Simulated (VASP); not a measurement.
# ZrB2 (P6/mmm) in VASP: a series of runs, part 2 of 2

VASP 6.6.1. Earlier steps stand in the parts before.

## (4) Single point, revPBE+D3(BJ)

This run uses another cell than the first one, of 10.66 Å³/atom.

INCAR

```
PREC = Accurate ; ENCUT = 520
EDIFF = 1E-6 ; ISMEAR = -1
SIGMA = 0.05 ; LREAL = F
LASPH = T ; NELM = 60
ALGO = Normal ; ISIF = 2
LWAVE = F ; LCHARG = T
GGA = RE ; IVDW = 12
LELF = T ; LVHAR = T
NBANDS = 16
```

KPOINTS

```
regular mesh
0
Gamma
  10 10 8
```

POSCAR

```
ZrB2
1.0
    3.2117153101      0.0000000000      0.0000000000
   -1.6058576551      2.7814270483      0.0000000000
    0.0000000000      0.0000000000      3.5794921737
Zr B
1 2
Direct
    0.0000000000      0.0000000000      0.0000000000
    0.6666666667      0.3333333333      0.5000000000
    0.3333333333      0.6666666667      0.5000000000
```

Potentials or basis: VASP PAW PBE potentials, release 64 (Zr_sv, B).

On the command line:

```bash
$ cat potpaw_PBE.64/Zr_sv/POTCAR potpaw_PBE.64/B/POTCAR > POTCAR
$ mpirun -np 1 vasp_std > vasp.out
```

OUTCAR:

```text
PREC = Accurate
   ENCUT = 520
   EDIFF = 1E-6
   ISMEAR = -1
   LREAL = F
   LASPH = T
   NELM = 60
   ISIF = 2
   GGA = RE
   IVDW = 12
 IVDW          = 12

 ion  position               nearest neighbor table
   1  0.000  0.000  0.000-   2 2.58   3 2.58   2 2.58   3 2.58   2 2.58   2 2.58   3 2.58   3 2.58
                             2 2.58   2 2.58   3 2.58   3 2.58
   2  0.667  0.333  0.500-   3 1.85   3 1.85   3 1.85   1 2.58   1 2.58   1 2.58   1 2.58   1 2.58
                             1 2.58
   3  0.333  0.667  0.500-   2 1.85   2 1.85   2 1.85   1 2.58   1 2.58   1 2.58   1 2.58   1 2.58
                             1 2.58

  LATTYP: Found a hexagonal cell.
 ALAT       =     3.2117153101
 C/A-ratio  =     1.1145110410

  Lattice vectors:

 A1 = (   3.2117153101,   0.0000000000,   0.0000000000)
 A2 = (  -1.6058576551,   2.7814270483,   0.0000000000)
 A3 = (   0.0000000000,   0.0000000000,   3.5794921737)

Analysis of symmetry for initial positions (statically):
=====================================================================
 Subroutine PRICEL returns:
 Original cell was already a primitive cell.

 Routine SETGRP: Setting up the symmetry group for a
 hexagonal supercell.

 Subroutine GETGRP returns: Found 24 space group operations
 (whereof 24 operations were pure point group operations)
 out of a pool of 24 trial point group operations.

The static configuration has the point symmetry D_6h.

Analysis of symmetry for dynamics (positions and initial velocities):
=====================================================================
 Subroutine PRICEL returns:
 Original cell was already a primitive cell.

 Routine SETGRP: Setting up the symmetry group for a
 hexagonal supercell.

 Subroutine GETGRP returns: Found 24 space group operations
 (whereof 24 operations were pure point group operations)
[... 120 lines left out ...]
   EFERMI_NEDOS =   21; number of points for ismear=-14 and -15
   IALGO  =     38    algorithm
   IMIX   =      4    mixing-type and parameters
     AMIX     =   0.40;   BMIX     =  1.00
     AMIX_MAG =   1.60;   BMIX_MAG =  1.00
  volume/ion in A,a.u.               =      10.66        71.93
  Fermi-wavevector in a.u.,A,eV,Ry     =   1.351731  2.554401 24.860250  1.827177
  Thomas-Fermi vector in A             =   2.479129
   LORBIT       =      0    0 simple, 1 ext, 2 COOP (PROOUT), +10 PAW based schemes
   GGA     = RE    functional components
   LHFCALC =     F    Hartree Fock is set to
   AEXX    =    0.0000 exact exchange contribution
   IVDW    =    12    specifies the selected vdW correction
   LEPSILON=     F    determine dielectric tensor
   LRPA    =     F    only Hartree local field effects (RPA)
 non-spin polarized calculation
  energy-cutoff  :      520.00
  volume of cell :       31.98
 maximum number of plane-waves:       884
 NGX is ok and might be reduce to    24
   NGX = 11   NGY = 11   NGZ = 13

 number of electron      18.0000000 magnetization

 Free energy of the ion-electron system (eV)
  ---------------------------------------------------
  ext. energy  EPLUGINS =         0.00000000
  ---------------------------------------------------
  free energy    TOTEN  =       -24.10534595 eV

  energy without entropy =      -24.10238162  energy(sigma->0) =      -24.10386378

 E-fermi :  10.0896     XC(G=0): -12.2288

 val. band max:       10.0524496525   @ k =   0.2000   0.2000   0.1250
 cond. band min:      10.2426874085   @ k =   0.1000  -0.0000   0.5000
 fundamental gap:      0.1902377560
 Fermi energy:        10.0895821292

 k-point     1 :       0.0000    0.0000    0.0000
  band No.  band energies     occupation
      1     -38.6179      2.00000
      2     -16.7745      2.00000
      3     -16.2853      2.00000
      4     -16.2853      2.00000
      5      -2.4168      2.00000
      6       7.6167      2.00000
[... 433 lines left out ...]
      3     -16.6628      2.00000
      4     -16.5136      2.00000
      5       0.9731      2.00000
      6       2.2409      2.00000
[... 8 lines left out ...]
     15      18.0098      0.00000
     16      19.8462      0.00000

 [... further k-points ...]

------------------------ aborting loop because EDIFF is reached ----------------------------------------

 Edisp (eV)   -2.12760

 E8    (eV) :    -1.4877

  FORCE on cell =-STRESS in cart. coord.  units (eV):
  Direction    XX          YY          ZZ          XY          YZ          ZX
  --------------------------------------------------------------------------------------
  -------------------------------------------------------------------------------------
  Total      -3.42070    -3.42070    -2.91246     0.00000    -0.00000    -0.00000
  in kB    -171.39543  -171.39543  -145.92996     0.00000    -0.00000    -0.00000
  external pressure =     -162.91 kB  Pullay stress =        0.00 kB

 VOLUME and BASIS-vectors are now :
 -----------------------------------------------------------------------------
  energy-cutoff  :      520.00
  volume of cell :       31.98
      direct lattice vectors                 reciprocal lattice vectors
     3.211715310  0.000000000  0.000000000     0.311360100  0.179763838  0.000000000
    -1.605857655  2.781427048  0.000000000     0.000000000  0.359527675  0.000000000
     0.000000000  0.000000000  3.579492174     0.000000000  0.000000000  0.279369238

 POSITION                                       TOTAL-FORCE (eV/Angst)
 -----------------------------------------------------------------------------------
      0.00000      0.00000      0.00000         0.000000      0.000000     -0.000000
      1.60586      0.92714      1.78975         0.000000      0.000000      0.000000
     -0.00000      1.85428      1.78975        -0.000000      0.000000     -0.000000
 -----------------------------------------------------------------------------------
    total drift:                               -0.000000      0.000000      0.000000

  FREE ENERGIE OF THE ION-ELECTRON SYSTEM (eV)
  ---------------------------------------------------
  free  energy   TOTEN  =       -26.2329455762 eV

  energy  without entropy=      -26.2299812388  energy(sigma->0) =      -26.23146341
```

OSZICAR:

```text
N       E                     dE             d eps       ncg     rms          rms(c)
DAV:   1     0.102629526084E+03    0.10263E+03   -0.95752E+03  2240   0.111E+03
DAV:   2    -0.224806531222E+02   -0.12511E+03   -0.12023E+03  2976   0.286E+02
DAV:   3    -0.265568572519E+02   -0.40762E+01   -0.40599E+01  3368   0.452E+01
DAV:   4    -0.266393239063E+02   -0.82467E-01   -0.82452E-01  2848   0.543E+00
DAV:   5    -0.266406144647E+02   -0.12906E-02   -0.12905E-02  3216   0.548E-01    0.197E+01
DAV:   6    -0.241444880245E+02    0.24961E+01   -0.56387E+00  2872   0.155E+01    0.772E+00
DAV:   7    -0.241058752365E+02    0.38613E-01   -0.58234E-01  3072   0.476E+00    0.279E+00
DAV:   8    -0.241094571429E+02   -0.35819E-02   -0.87163E-02  2712   0.235E+00    0.395E-01
DAV:   9    -0.241056227611E+02    0.38344E-02   -0.19812E-02  2824   0.101E+00    0.218E-01
DAV:  10    -0.241053358007E+02    0.28696E-03   -0.16691E-03  2592   0.368E-01    0.312E-02
DAV:  11    -0.241053481044E+02   -0.12304E-04   -0.61101E-05  2944   0.749E-02    0.104E-02
DAV:  12    -0.241053459128E+02    0.21917E-05   -0.27470E-06  2608   0.128E-02    0.515E-03
DAV:  13    -0.241053459528E+02   -0.40016E-07   -0.24393E-07  1288   0.498E-03
   1 F= -.26232946E+02 E0= -.26231463E+02  d E =-.296434E-02
```

stdout:

```text
POSCAR found type information on POSCAR ZrB
 POSCAR found :  2 types and       3 ions
 scaLAPACK will be used
 -----------------------------------------------------------------------------
|                                                                             |
|                                                                             |
|     You enforced a specific xc type in the INCAR file but a different       |
|     I HOPE YOU KNOW WHAT YOU ARE DOING!                                     |
|                                                                             |
 -----------------------------------------------------------------------------

 LDA part: xc-table for (Slater+PW92), standard interpolation
 POSCAR, INCAR and KPOINTS ok, starting setup
 FFT: planning ... GRIDC
 FFT: planning ... GRID_SOFT
 FFT: planning ... GRID
 WAVECAR not read
 entering main loop
```

Wall time 44 s (1 thread of Intel Xeon 8259CL, shared host); peak memory 0.18 GiB.

Results:

| Property | Result |
| --- | --- |
| Free energy | -26.2329 eV |
| Pressure | -16.3 GPa |
| Band gap on the k mesh | zero (bands 9 and 10 overlap by 0.76 eV) |
| Dispersion energy per atom | -0.709 eV |

Caveat: the cell stands under tension; the PAW data sets were made with another functional, which shifts forces and pressure a little.

## (5) Single point, revPBE+D3(BJ)

This run uses another cell than the first one, of 10.86 Å³/atom.

INCAR

```
SYSTEM = ZrB2
PREC = Accurate
ENCUT = 520
EDIFF = 1E-7
ISMEAR = -1
SIGMA = 0.05
LREAL = .FALSE.
LASPH = .TRUE.
NELM = 80
ALGO = Normal
ISIF = 2
LWAVE = .FALSE.
LCHARG = .FALSE.
GGA = RE
IVDW = 12
NBANDS = 16
```

KPOINTS

```
Automatic mesh
0
G
  10 10 8
  0 0 0
```

POSCAR

```
ZrB2
1.0
    3.2321726471      0.0000000000      0.0000000000
   -1.6160863235      2.7991436218      0.0000000000
    0.0000000000      0.0000000000      3.6022921016
Zr B
1 2
Direct
    0.0000000000      0.0000000000      0.0000000000
    0.6666666667      0.3333333333      0.5000000000
    0.3333333333      0.6666666667      0.5000000000
```

On the command line:

```bash
$ cat potpaw_PBE.64/Zr_sv/POTCAR potpaw_PBE.64/B/POTCAR > POTCAR
$ mpirun -np 1 vasp_std > vasp.out
```

Wall time 49 s (1 thread of Intel Xeon 8259CL, shared host); peak memory 0.18 GiB.

It converged, with:

| Quantity | Value |
| --- | --- |
| Free energy | -26.1641 eV |
| Pressure | -19.7 GPa |
| Band gap on the k mesh | zero (bands 9 and 10 overlap by 0.74 eV) |
| Dispersion energy per atom | -0.696 eV |

Stress tensor (GPa, compression positive):
```
-20.72   0.00   0.00
  0.00 -20.72   0.00
  0.00   0.00 -17.79
```

Levels at points of the mesh, in eV from the Fermi level:
| k point | band 5 | band 6 | band 7 | band 8 | band 9 | band 10 | band 11 | band 12 | band 13 | band 14 |
| --- | --- | --- | --- | --- | --- | --- | --- | --- | --- | --- |
| (0.00, 0.00, 0.00) | -12.42 | -2.44 | -2.44 | -2.38 | -2.30 | 3.21 | 3.21 | 3.98 | 3.98 | 4.51 |
| (0.50, 0.00, 0.00) | -8.65 | -8.44 | -3.63 | -2.91 | -2.45 | 2.20 | 2.21 | 4.62 | 4.67 | 6.22 |
| (0.00, 0.00, 0.50) | -10.61 | -6.73 | -0.86 | -0.86 | 0.38 | 0.38 | 0.80 | 0.80 | 1.78 | 4.98 |
| (0.50, 0.00, 0.50) | -9.61 | -6.87 | -4.33 | -3.87 | -2.06 | 3.53 | 3.83 | 4.96 | 5.79 | 6.09 |

Caveat: the cell stands under tension; the PAW data sets were made with another functional, which shifts forces and pressure a little.

## (6) Single point, r2SCAN+rVV10

This run uses another cell than the first one, of 9.63 Å³/atom.

POSCAR

```
ZrB2
1.0
    3.1052879646      0.0000000000      0.0000000000
   -1.5526439823      2.6892582634      0.0000000000
    0.0000000000      0.0000000000      3.4608777221
Zr B
1 2
Direct
    0.0000000000      0.0000000000      0.0000000000
    0.6666666667      0.3333333333      0.5000000000
    0.3333333333      0.6666666667      0.5000000000
```

INCAR.step1

```
SYSTEM = ZrB2
ALGO     = Normal         ! electronic algorithm
EDIFF    = 1E-4           ! SCF threshold, eV
ENCUT    = 520            ! plane-wave cutoff, eV
GGA      = PE             ! functional
ISMEAR   = -1             ! smearing method
LASPH    = .TRUE.         ! aspherical terms in the spheres
LCHARG   = .FALSE.        ! write CHGCAR
LREAL    = .FALSE.        ! projectors in reciprocal space
LWAVE    = .TRUE.         ! write WAVECAR
NBANDS   = 16             ! bands
NELM     = 60             ! most SCF steps
PREC     = Accurate       ! precision mode
SIGMA    = 0.05           ! smearing width, eV
```

INCAR.step2

```
SYSTEM = ZrB2
ALGO     = Normal         ! electronic algorithm
BPARAM   = 11.95        
CPARAM   = 0.0093       
EDIFF    = 1E-7           ! SCF threshold, eV
ENCUT    = 520            ! plane-wave cutoff, eV
ISIF     = 2              ! what is computed and relaxed
ISMEAR   = -1             ! smearing method
ISTART   = 1            
IVDW_NL  = 2            
LASPH    = .TRUE.         ! aspherical terms in the spheres
LCHARG   = .TRUE.         ! write CHGCAR
LELF     = .TRUE.         ! ELF
LMIXTAU  = .TRUE.       
LREAL    = .FALSE.        ! projectors in reciprocal space
LUSE_VDW = .TRUE.       
LVHAR    = .TRUE.       
LWAVE    = .FALSE.        ! write WAVECAR
METAGGA  = R2SCAN         ! meta-GGA
NBANDS   = 16             ! bands
NELM     = 60             ! most SCF steps
PREC     = Accurate       ! precision mode
SIGMA    = 0.05           ! smearing width, eV
```

KPOINTS

```
k-points
0
G
  10 10 8
  0 0 0
```

Potentials or basis: VASP PAW PBE potentials, release 64 (Zr_sv, B).

On the command line:

```bash
$ cat potpaw_PBE.64/Zr_sv/POTCAR potpaw_PBE.64/B/POTCAR > POTCAR
$ cp INCAR.step1 INCAR
$ mpirun -np 1 vasp_std > vasp.out
$ cp INCAR.step2 INCAR
$ mpirun -np 1 vasp_std > vasp.out
```

OUTCAR:

```text
SYSTEM = ZrB2
   BPARAM = 11.95
   EDIFF = 1E-7
   ENCUT = 520
   ISIF = 2
   ISMEAR = -1
   ISTART = 1
   IVDW_NL = 2
   LASPH = .TRUE.
   LREAL = .FALSE.
   METAGGA = R2SCAN
   NELM = 60
   PREC = Accurate

 ion  position               nearest neighbor table
   1  0.000  0.000  0.000-   2 2.49   3 2.49   2 2.49   3 2.49   3 2.49   3 2.49   2 2.49   2 2.49
                             2 2.49   2 2.49   3 2.49   3 2.49
   2  0.667  0.333  0.500-   3 1.79   3 1.79   3 1.79   1 2.49   1 2.49   1 2.49   1 2.49   1 2.49
                             1 2.49
   3  0.333  0.667  0.500-   2 1.79   2 1.79   2 1.79   1 2.49   1 2.49   1 2.49   1 2.49   1 2.49
                             1 2.49

  LATTYP: Found a hexagonal cell.
 ALAT       =     3.1052879646
 C/A-ratio  =     1.1145110410

  Lattice vectors:

 A1 = (   3.1052879646,   0.0000000000,   0.0000000000)
 A2 = (  -1.5526439823,   2.6892582634,   0.0000000000)
 A3 = (   0.0000000000,   0.0000000000,   3.4608777221)

Analysis of symmetry for initial positions (statically):
=====================================================================
 Subroutine PRICEL returns:
 Original cell was already a primitive cell.

[... 177 lines left out ...]
 fundamental gap:      0.1949032893
 Fermi energy:        11.2390975167

 k-point     1 :       0.0000    0.0000    0.0000
  band No.  band energies     occupation
      1     -38.8432      2.00000
      2     -16.3768      2.00000
      3     -15.7033      2.00000
      4     -15.7033      2.00000
      5      -2.6016      2.00000
      6       8.4179      2.00000
[... 433 lines left out ...]
      3     -16.1990      2.00000
      4     -16.0376      2.00000
      5       1.2117      2.00000
      6       2.5616      2.00000
[... 8 lines left out ...]
     15      20.7540      0.00000
     16      22.6547      0.00000

 [... further k-points ...]

------------------------ aborting loop because EDIFF is reached ----------------------------------------

  FORCE on cell =-STRESS in cart. coord.  units (eV):
  Direction    XX          YY          ZZ          XY          YZ          ZX
  --------------------------------------------------------------------------------------
  -------------------------------------------------------------------------------------
  Total        3.0555007      3.0555007      3.2605887      0.0000000      0.0000000      0.0000000
  in kB      169.3839771    169.3839771    180.7531829      0.0000000      0.0000000      0.0000000
  external PRESSURE =     173.1737124 kB  Pullay stress =       0.0000000 kB

 VOLUME and BASIS-vectors are now :
 -----------------------------------------------------------------------------
  energy-cutoff  :      520.00
  volume of cell :       28.90
      direct lattice vectors                 reciprocal lattice vectors
     3.105287965  0.000000000  0.000000000     0.322031326  0.185924873  0.000000000
    -1.552643982  2.689258263  0.000000000     0.000000000  0.371849745  0.000000000
     0.000000000  0.000000000  3.460877722     0.000000000  0.000000000  0.288944043

 POSITION                                       TOTAL-FORCE (eV/Angst)
 -----------------------------------------------------------------------------------
      0.00000      0.00000      0.00000        -0.000000      0.000000     -0.000000
      1.55264      0.89642      1.73044        -0.000000     -0.000000     -0.000000
     -0.00000      1.79284      1.73044         0.000000      0.000000      0.000000
 -----------------------------------------------------------------------------------
    total drift:                               -0.000000      0.000000     -0.000000

  FREE ENERGIE OF THE ION-ELECTRON SYSTEM (eV)
  ---------------------------------------------------
  free  energy   TOTEN  =       -40.3394710536 eV

  energy  without entropy=      -40.3368206787  energy(sigma->0) =      -40.33814587
```

Run time: 3.8 min. Hardware: 1 thread of Intel Xeon 8259CL, shared host; peak memory 0.25 GiB.

What came out:

```
Free energy            : -40.3395 eV
Pressure               : 17.3 GPa
Band gap on the k mesh : zero (bands 9 and 10 overlap by 0.93 eV)
```

Levels at points of the mesh, in eV from the Fermi level:
| k point | band 5 | band 6 | band 7 | band 8 | band 9 | band 10 | band 11 | band 12 | band 13 | band 14 |
| --- | --- | --- | --- | --- | --- | --- | --- | --- | --- | --- |
| (0.00, 0.00, 0.00) | -13.84 | -2.82 | -2.82 | -2.74 | -2.47 | 4.01 | 4.01 | 4.87 | 4.87 | 5.43 |
| (0.50, 0.00, 0.00) | -9.74 | -9.15 | -4.28 | -3.27 | -2.90 | 2.50 | 2.73 | 5.67 | 5.81 | 7.25 |
| (0.00, 0.00, 0.50) | -11.49 | -7.50 | -0.98 | -0.98 | 0.47 | 0.47 | 1.00 | 1.00 | 2.25 | 5.52 |
| (0.50, 0.00, 0.50) | -10.88 | -7.52 | -5.03 | -4.52 | -2.01 | 4.42 | 4.63 | 6.09 | 7.22 | 7.46 |

Caveat: the cell stands under pressure; the PAW data sets were made with another functional, which shifts forces and pressure a little.

## (7) The runs side by side

| level | cell | gap on the mesh (eV) | pressure (GPa) |
| --- | --- | --- | --- |
| revPBE+D3(BJ) | a = 3.170, b = 3.170, c = 3.533 Å, angles 90.0, 90.0, 120.0°, 3 atoms | none | -8.3 |
| revPBE+D3(BJ) | a = 3.191, b = 3.191, c = 3.556 Å, angles 90.0, 90.0, 120.0°, 3 atoms | none | -12.5 |
| revPBE+D3(BJ) | a = 3.212, b = 3.212, c = 3.579 Å, angles 90.0, 90.0, 120.0°, 3 atoms | none | -16.3 |
| revPBE+D3(BJ) | a = 3.232, b = 3.232, c = 3.602 Å, angles 90.0, 90.0, 120.0°, 3 atoms | none | -19.7 |
| r2SCAN+rVV10 | a = 3.105, b = 3.105, c = 3.461 Å, angles 90.0, 90.0, 120.0°, 3 atoms | none | 17.3 |

Alike in all rows: task single point; potentials or basis VASP PAW PBE potentials, release 64 (Zr_sv, B); no spin polarisation; k mesh 10 × 10 × 8; cutoff (eV) 520; smearing fermi-dirac 0.05 eV.

Caveats: the PAW data sets were made with another functional, which shifts forces and pressure a little; the cell stands under tension (at least some runs); the cell stands under pressure (at least some runs).

Absolute energies hang on the potentials; compare differences alone.
